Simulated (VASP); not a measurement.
# TiB2 (P6/mmm) in VASP: further runs

TiB2 is run at these levels: LDA; tasks: single point, relaxation of cell and atoms.

Everything below comes from runs of VASP 6.6.1. Logs are shortened: lines on timing, memory, paths and dates and some standing lists are left out, and cuts for length are marked.

### Step 1. The cell of the first run

The structure is hexagonal, space group P6/mmm (No. 191). The conventional cell has a = 2.994 Å, b = 2.994 Å, c = 3.159 Å, α = 90.00°, β = 90.00°, γ = 120.00°. Ti (site symmetry 6/mmm) has 12 B at 2.34 Å and 8 Ti at 2.99 to 3.16 Å within 3.2 Å. B (site symmetry -6m2) has 3 B at 1.73 Å and 6 Ti at 2.34 Å within 2.4 Å.

### Step 2. Single point, LDA

File INCAR:

```
SYSTEM = TiB2
PREC     = Accurate       ! precision mode
ENCUT    = 520            ! plane-wave cutoff, eV
EDIFF    = 1E-6           ! SCF threshold, eV
ISMEAR   = 0              ! smearing method
SIGMA    = 0.1            ! smearing width, eV
LREAL    = .FALSE.        ! projectors in reciprocal space
LASPH    = .TRUE.         ! aspherical terms in the spheres
NELM     = 60             ! most SCF steps
ALGO     = Normal         ! electronic algorithm
ISIF     = 2              ! what is computed and relaxed
LWAVE    = .FALSE.        ! write WAVECAR
LCHARG   = .FALSE.        ! write CHGCAR
NBANDS   = 16             ! bands
```

File KPOINTS:

```
Automatic mesh
0
G
  15 15 14
  0 0 0
```

File POSCAR:

```
TiB2
1.0
    2.9940140681      0.0000000000      0.0000000000
   -1.4970070341      2.5928922423      0.0000000000
    0.0000000000      0.0000000000      3.1590689459
Ti B
1 2
Direct
    0.0000000000      0.0000000000      0.0000000000
    0.3333333333      0.6666666667      0.5000000000
    0.6666666667      0.3333333333      0.5000000000
```

Potentials or basis: VASP PAW LDA potentials, release 64 (Ti_sv, B).

On the command line:

```
> cat potpaw_LDA.64/Ti_sv/POTCAR potpaw_LDA.64/B/POTCAR > POTCAR
> mpirun -np 1 vasp_std > vasp.out
```

OUTCAR:

```text
SYSTEM = TiB2
   PREC = Accurate
   ENCUT = 520
   EDIFF = 1E-6
   ISMEAR = 0
   LREAL = .FALSE.
   LASPH = .TRUE.
   NELM = 60
   ISIF = 2

 ion  position               nearest neighbor table
   1  0.000  0.000  0.000-   2 2.34   3 2.34   2 2.34   3 2.34   3 2.34   3 2.34   2 2.34   2 2.34
                             3 2.34   3 2.34   2 2.34   2 2.34
   2  0.333  0.667  0.500-   3 1.73   3 1.73   3 1.73   1 2.34   1 2.34   1 2.34   1 2.34   1 2.34
                             1 2.34
   3  0.667  0.333  0.500-   2 1.73   2 1.73   2 1.73   1 2.34   1 2.34   1 2.34   1 2.34   1 2.34
                             1 2.34

  LATTYP: Found a hexagonal cell.
 ALAT       =     2.9940140681
 C/A-ratio  =     1.0551282907

  Lattice vectors:

 A1 = (   2.9940140681,   0.0000000000,   0.0000000000)
 A2 = (  -1.4970070341,   2.5928922423,   0.0000000000)
 A3 = (   0.0000000000,   0.0000000000,   3.1590689459)

Analysis of symmetry for initial positions (statically):
=====================================================================
 Subroutine PRICEL returns:
 Original cell was already a primitive cell.

 Routine SETGRP: Setting up the symmetry group for a
 hexagonal supercell.

 Subroutine GETGRP returns: Found 24 space group operations
 (whereof 24 operations were pure point group operations)
 out of a pool of 24 trial point group operations.

The static configuration has the point symmetry D_6h.

Analysis of symmetry for dynamics (positions and initial velocities):
=====================================================================
 Subroutine PRICEL returns:
 Original cell was already a primitive cell.

 Routine SETGRP: Setting up the symmetry group for a
 hexagonal supercell.

 Subroutine GETGRP returns: Found 24 space group operations
 (whereof 24 operations were pure point group operations)
 out of a pool of 24 trial point group operations.

The dynamic configuration has the point symmetry D_6h.

 Subroutine INISYM returns: Found 24 space group operations
 (whereof 24 operations are pure point group operations),
 and found     1 'primitive' translations

----------------------------------------------------------------------------------------

                                     Primitive cell

  volume of cell :      24.5243

  direct lattice vectors                    reciprocal lattice vectors
     2.994014068  0.000000000  0.000000000     0.333999767  0.192834855  0.000000000
    -1.497007034  2.592892242  0.000000000     0.000000000  0.385669710  0.000000000
     0.000000000  0.000000000  3.159068946     0.000000000  0.000000000  0.316548963

  length of vectors
     2.994014068  2.994014068  3.159068946     0.385669710  0.385669710  0.316548963

  position of ions in fractional coordinates (direct lattice)
     0.000000000  0.000000000  0.000000000
     0.333333333  0.666666667  0.500000000
     0.666666667  0.333333333  0.500000000

  ion indices of the primitive-cell ions
   primitive index   ion index
                 1           1
                 2           2
                 3           3

----------------------------------------------------------------------------------------

 KPOINTS: Automatic mesh

Automatic generation of k-mesh.
 Grid dimensions read from file:
 generate k-points for:   15   15   14

 Generating k-lattice:

  Cartesian coordinates                     Fractional coordinates (reciprocal lattice)
     0.022266651  0.012855657  0.000000000     0.066666667  0.000000000  0.000000000
     0.000000000  0.025711314  0.000000000     0.000000000  0.066666667  0.000000000
     0.000000000  0.000000000  0.022610640     0.000000000  0.000000000  0.071428571

  Length of vectors
     0.025711314  0.025711314  0.022610640

  Shift w.r.t. Gamma in fractional coordinates (k-lattice)
     0.000000000  0.000000000  0.000000000

 Subroutine IBZKPT returns following result:
 ===========================================

 Found    216 irreducible k-points:

 Following reciprocal coordinates:
            Coordinates               Weight
  0.000000  0.000000  0.000000      1.000000
  0.066667  0.000000  0.000000      6.000000
  0.133333  0.000000  0.000000      6.000000
  0.200000  0.000000  0.000000      6.000000
  0.266667  0.000000  0.000000      6.000000
  0.333333  0.000000  0.000000      6.000000
[... 16 lines left out ...]
  0.333333  0.200000  0.000000     12.000000
  0.400000  0.200000  0.000000      6.000000
 [... further k-points ...]
   k-points           NKPTS =    216   k-points in BZ     NKDIM =    216   number of bands    NBANDS=     16
   number of dos      NEDOS =    301   number of ions     NIONS =      3
   total plane-waves  NPLWV =  13824
   dimension x,y,z NGX =    24 NGY =   24 NGZ =   24
   dimension x,y,z NGXF=    48 NGYF=   48 NGZF=   48
   ions per type =               1   2
   NGX,Y,Z   is equivalent  to a cutoff of  13.33, 13.33, 12.63 a.u.
   NGXF,Y,Z  is equivalent  to a cutoff of  26.65, 26.65, 25.26 a.u.
 SYSTEM =  TiB2
   PREC   = accura    normal or accurate (medium, high low for compatibility)
   ISTART =      0    job   : 0-new  1-cont  2-samecut
   ICHARG =      2    charge: 1-file 2-atom 10-const
   ISPIN  =      1    spin polarized calculation?
   LNONCOLLINEAR =      F non collinear calculations
   LSORBIT =      F    spin-orbit coupling
   LASPH  =      T    aspherical Exc in radial PAW
   ENCUT  =  520.0 eV  38.22 Ry    6.18 a.u.   5.57  5.57  5.87*2*pi/ulx,y,z
   NELM   =     60;   NELMIN=  2; NELMDL= -5     # of ELM steps
   EDIFF  = 0.1E-05   stopping-criterion for ELM
   LREAL  =      F    real-space projection
   EDIFFG = 0.1E-04   stopping-criterion for IOM
   NSW    =      0    number of steps for IOM
   IBRION =     -1    ionic relax: 0-MD 1-quasi-New 2-CG
   NFREE  =      0    steps in history (QN), initial steepest desc. (CG)
   ISIF   =      2    stress and relaxation
   ISYM   =      2    0-nonsym 1-usesym 2-fastsym
   POTIM  = 0.5000    time-step for ionic-motion
   TEBEG  =    0.0;   TEEND  =   0.0 temperature during run
   PSTRESS=    0.0 pullay stress
   NELECT =      18.0000    total number of electrons
   NUPDOWN=      -1.0000    fix difference up-down
   EMIN   =  10.00;   EMAX   =-10.00  energy-range for DOS
   EFERMI =   0.00;   METHOD = LEGACY
   ISMEAR =     0;   SIGMA  =   0.10  broadening in eV -4-tet -1-fermi 0-gaus
   EFERMI_NEDOS =   21; number of points for ismear=-14 and -15
   IALGO  =     38    algorithm
   IMIX   =      4    mixing-type and parameters
     AMIX     =   0.40;   BMIX     =  1.00
     AMIX_MAG =   1.60;   BMIX_MAG =  1.00
  volume/ion in A,a.u.               =       8.17        55.17
  Fermi-wavevector in a.u.,A,eV,Ry     =   1.476726  2.790607 29.670485  2.180719
  Thomas-Fermi vector in A             =   2.591217
   LORBIT       =      0    0 simple, 1 ext, 2 COOP (PROOUT), +10 PAW based schemes
   GGA     = CA    functional components
   LHFCALC =     F    Hartree Fock is set to
   AEXX    =    0.0000 exact exchange contribution
   IVDW    =     0    specifies the selected vdW correction
   LEPSILON=     F    determine dielectric tensor
   LRPA    =     F    only Hartree local field effects (RPA)
 non-spin polarized calculation
 Gauss-broadening in eV      SIGMA  =   0.10
  energy-cutoff  :      520.00
  volume of cell :       24.52
 maximum number of plane-waves:       684
 NGX is ok and might be reduce to    24
   NGX = 11   NGY = 11   NGZ = 11

 number of electron      18.0000000 magnetization

 Free energy of the ion-electron system (eV)
  ---------------------------------------------------
  ext. energy  EPLUGINS =         0.00000000
  ---------------------------------------------------
  free energy    TOTEN  =       -26.92197149 eV

  energy without entropy =      -26.92017479  energy(sigma->0) =      -26.92107314

 E-fermi :  10.4524     XC(G=0): -13.1721

 val. band max:       10.4494994510   @ k =   0.2667   0.2000   0.0000
 cond. band min:      10.4665280526   @ k =   0.0667   0.0667   0.2857
 fundamental gap:      0.0170286016
 Fermi energy:        10.4524270681

 k-point     1 :       0.0000    0.0000    0.0000
  band No.  band energies     occupation
      1     -45.6904      2.00000
      2     -22.4376      2.00000
      3     -22.0943      2.00000
      4     -22.0943      2.00000
      5      -3.0924      2.00000
      6       7.6767      2.00000
[... 8 lines left out ...]
     15      16.3536      0.00000
     16      17.7653      0.00000

 k-point     2 :       0.0667    0.0000    0.0000
  band No.  band energies     occupation
      1     -45.6875      2.00000
      2     -22.4340      2.00000
      3     -22.1158      2.00000
      4     -22.0991      2.00000
      5      -3.0045      2.00000
      6       7.4371      2.00000
[... 8 lines left out ...]
     15      16.9302      0.00000
     16      18.0292      0.00000

 k-point     3 :       0.1333    0.0000    0.0000
  band No.  band energies     occupation
      1     -45.6792      2.00000
      2     -22.4239      2.00000
      3     -22.1761      2.00000
      4     -22.1128      2.00000
      5      -2.7445      2.00000
      6       6.7861      2.00000
[... 8 lines left out ...]
     15      18.1501      0.00000
     16      18.8173      0.00000

 k-point     4 :       0.2000    0.0000    0.0000
  band No.  band energies     occupation
      1     -45.6670      2.00000
      2     -22.4090      2.00000
      3     -22.2639      2.00000
      4     -22.1328      2.00000
      5      -2.3231      2.00000
      6       5.8776      2.00000
[... 8 lines left out ...]
     15      18.5237      0.00000
     16      19.6540      0.00000

 k-point     5 :       0.2667    0.0000    0.0000
  band No.  band energies     occupation
      1     -45.6530      2.00000
      2     -22.3919      2.00000
      3     -22.3634      2.00000
      4     -22.1556      2.00000
      5      -1.7556      2.00000
      6       4.8427      2.00000
[... 8 lines left out ...]
     15      18.2216      0.00000
     16      20.1806      0.00000

 k-point     6 :       0.3333    0.0000    0.0000
  band No.  band energies     occupation
      1     -45.6395      2.00000
      2     -22.4572      2.00000
      3     -22.3754      2.00000
      4     -22.1774      2.00000
      5      -1.0597      2.00000
      6       3.7639      2.00000
[... 8 lines left out ...]
     15      18.3891      0.00000
     16      19.8846      0.00000
[... 267 lines left out ...]
 k-point    21 :       0.2000    0.2000    0.0000
  band No.  band energies     occupation
      1     -45.6362      2.00000
      2     -22.4360      2.00000
      3     -22.3714      2.00000
      4     -22.2280      2.00000
      5      -0.8986      2.00000
      6       4.2159      2.00000
[... 8 lines left out ...]
     15      19.4806      0.00000
     16      20.5669      0.00000

 k-point    22 :       0.2667    0.2000    0.0000
  band No.  band energies     occupation
      1     -45.6262      2.00000
      2     -22.4799      2.00000
      3     -22.3593      2.00000
      4     -22.2694      2.00000
      5      -0.1603      2.00000
      6       3.4615      2.00000
[... 8 lines left out ...]
     15      19.5580      0.00000
     16      20.7991      0.00000

 k-point    23 :       0.3333    0.2000    0.0000
  band No.  band energies     occupation
      1     -45.6195      2.00000
      2     -22.5073      2.00000
      3     -22.3511      2.00000
      4     -22.2997      2.00000
      5       0.6797      2.00000
      6       2.5503      2.00000
[... 8 lines left out ...]
     15      19.6242      0.00000
     16      20.8840      0.00000

 k-point    24 :       0.4000    0.2000    0.0000
  band No.  band energies     occupation
      1     -45.6171      2.00000
      2     -22.5165      2.00000
      3     -22.3482      2.00000
      4     -22.3108      2.00000
      5       1.5691      2.00000
      6       1.6246      2.00000
[... 8 lines left out ...]
     15      19.6672      0.00000
     16      20.9106      0.00000

 [... further k-points ...]
[... 5 lines left out ...]
  --------------------------------------------------------------------------------------
  -------------------------------------------------------------------------------------
  Total        0.0969236      0.0969236      0.0950020     -0.0000000     -0.0000000     -0.0000000
  in kB        6.3320278      6.3320278      6.2064900     -0.0000000     -0.0000000     -0.0000000
  external PRESSURE =       6.2901819 kB  Pullay stress =       0.0000000 kB

 VOLUME and BASIS-vectors are now :
 -----------------------------------------------------------------------------
  energy-cutoff  :      520.00
  volume of cell :       24.52
      direct lattice vectors                 reciprocal lattice vectors
     2.994014068  0.000000000  0.000000000     0.333999767  0.192834855  0.000000000
    -1.497007034  2.592892242  0.000000000     0.000000000  0.385669710  0.000000000
     0.000000000  0.000000000  3.159068946     0.000000000  0.000000000  0.316548963

 POSITION                                       TOTAL-FORCE (eV/Angst)
 -----------------------------------------------------------------------------------
      0.00000      0.00000      0.00000        -0.000000      0.000000      0.000000
     -0.00000      1.72859      1.57953        -0.000000      0.000000      0.000000
      1.49701      0.86430      1.57953         0.000000     -0.000000      0.000000
 -----------------------------------------------------------------------------------
    total drift:                               -0.000000      0.000000      0.000000

  FREE ENERGIE OF THE ION-ELECTRON SYSTEM (eV)
  ---------------------------------------------------
  free  energy   TOTEN  =       -26.9219714872 eV

  energy  without entropy=      -26.9201747887  energy(sigma->0) =      -26.92107314
```

Wall time 64 s (1 thread of Intel Xeon 8259CL, shared host); peak memory 0.19 GiB.

Results:

* Free energy: -26.9220 eV
* Pressure: 0.6 GPa
* Band gap on the k mesh: zero (bands 9 and 10 overlap by 0.64 eV)

### Step 3. Relaxation of cell and atoms, LDA

This run uses another cell than the first one, of 8.55 Å³/atom.

File INCAR:

```
SYSTEM = TiB2
PREC = Accurate ; ENCUT = 600
EDIFF = 1E-6 ; ISMEAR = 0
SIGMA = 0.1 ; LREAL = .False.
LASPH = .True. ; NELM = 60
ALGO = Normal ; ISIF = 3
LWAVE = .False. ; LCHARG = .False.
IBRION = 2 ; NSW = 70
EDIFFG = -0.005
```

File KPOINTS:

```
Automatic mesh
0
Gamma
  15 15 14
  0 0 0
```

File POSCAR:

```
TiB2
1.0
    3.0321013830      0.0000000000      0.0000000000
   -1.5160506915      2.6258768246      0.0000000000
    0.0000000000      0.0000000000      3.2234109036
Ti B
1 2
Direct
    0.0000000000      0.0000000000      0.0000000000
    0.3333333333      0.6666666667      0.5000000000
    0.6666666667      0.3333333333      0.5000000000
```

Potentials or basis: VASP PAW LDA potentials, release 64 (Ti_sv, B).

On the command line:

```
> cat potpaw_LDA.64/Ti_sv/POTCAR potpaw_LDA.64/B/POTCAR > POTCAR
> mpirun -np 1 vasp_std > vasp.out
```

It took 5 min on 1 thread of Intel Xeon 8259CL, shared host; peak memory 0.22 GiB.

It converged, with:

| Quantity | Value |
| --- | --- |
| Free energy | -26.9247 eV |
| Relaxed volume | 8.19 Å³/atom |
| Relaxed cell | a = 2.996 Å, b = 2.996 Å, c = 3.162 Å, α = 90.00°, β = 90.00°, γ = 120.00° |
| Space group after relaxing (to 0.1 Å) | P6/mmm (No. 191) |
| Energy gained by relaxing | 13.0 meV/atom |
| Ionic steps | 8 |
| Pressure after relaxing | -0.1 GPa |
| Band gap on the k mesh | zero (bands 9 and 10 overlap by 0.64 eV) |

Step by step:
```csv
step,energy change (eV),largest force (eV/Å),pressure (GPa),volume (Å³)
1,0.0000,0.0000,-10.96,25.66
2,0.0028,0.0000,13.09,23.55
3,-0.0381,0.0000,-0.01,24.60
4,-0.0381,0.0000,0.15,24.58
5,-0.0390,0.0000,0.14,24.56
6,-0.0390,0.0000,0.17,24.56
7,-0.0390,0.0000,-0.13,24.59
8,-0.0390,0.0000,-0.08,24.57
```

Final structure:
```
Ti B
1.0
     2.99582    0.00000    0.00000
    -1.49791    2.59446    0.00000
     0.00000    0.00000    3.16164
Ti B
1 2
Cartesian
  0.0000 0.0000 0.0000
  0.0000 1.7296 1.5808
  1.4979 0.8648 1.5808
```

Levels at points of the mesh, in eV from the Fermi level:
```csv
k point,band 6,band 7,band 8,band 9,band 10,band 11,band 12,band 13
"(0.00, 0.00, 0.00)",-2.77,-2.77,-2.22,-2.18,1.99,1.99,3.88,3.88
"(0.00, 0.00, 0.50)",-7.70,-0.59,-0.59,-0.28,-0.28,0.43,0.43,1.82
```

LDA usually gives volumes a few per cent too small. Zero-point motion and thermal expansion aren't in these numbers.
